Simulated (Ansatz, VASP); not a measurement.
# Two plane-wave programs on Ca2Pd

```
Pd Ca
1.0
     0.00000    3.47781    3.47781
     3.47781    0.00000    3.47781
     3.47781    3.47781    0.00000
Pd Ca
1 2
Cartesian
  0.0000 0.0000 0.0000
  1.7389 1.7389 1.7389
  5.2167 5.2167 5.2167
```

Alike in both runs: task single point; functional PBEsol; k mesh 9 × 9 × 9; occupations fermi-dirac, width 0.05 eV; no spin polarisation.

|  | VASP | Ansatz |
| --- | --- | --- |
| version | VASP 6.6.1 | Ansatz 0.2.0 |
| potentials or method | VASP PAW PBE potentials, release 64 (Pd, Ca_sv) | PAW with Ansatz's default frozen-core files, scalar-relativistic |
| plane-wave cutoff (eV) | 500 | 420 |
| valence electrons in the cell | 30 | 38 |

Ansatz gave:

* gap on the k mesh at the Fermi level (eV): none
* pressure (GPa): 0.0

**Question.** Which values does VASP return?

**Answer.** gap on the k mesh at the Fermi level (eV): none; pressure (GPa): 0.1.

VASP's potentials were made for PBE, not for PBEsol. A gap of «none» marks a metal or a gap that the smearing closes. The functional is the same, so the differences come from potentials, cutoffs and numerics. VASP's potentials hold 30 valence electrons a cell and Ansatz's 38, so a difference there can come from the potentials and not from the codes.
